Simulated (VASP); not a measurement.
The system is ZnCu.

```
Zn Cu
1.0
     2.98375    0.00000    0.00000
     0.00000    2.98375    0.00000
     0.00000    0.00000    2.98375
Zn Cu
1 1
Direct
  0.50000 0.50000 0.50000
  0.00000 0.00000 0.00000
```

This cell differs from its parent crystal: volume scaled by 1.04.

Base run:

```yaml
Program: VASP 6.6.1
Functional: PBEsol
Potentials_or_basis: VASP PAW PBE potentials, release 64 (Zn, Cu)
Cutoff: 520 eV
k_mesh: 9 × 9 × 9
Occupations: fermi-dirac, width 0.05 eV
Spin: no spin polarisation
```

Its results: pressure -7.5 GPa.

The run is repeated on the same cell with these changes: functional from PBEsol to PBE; further incar settings from ALGO = Fast; EDIFF = 1e-06; NBANDS = 18 to ALGO = Normal; EDIFF = 1e-06; NBANDS = 18. What comes out?

Pressure -1.5 GPa.

Caveats: the PAW data sets were made with another functional, which shifts forces and pressure a little (some runs).
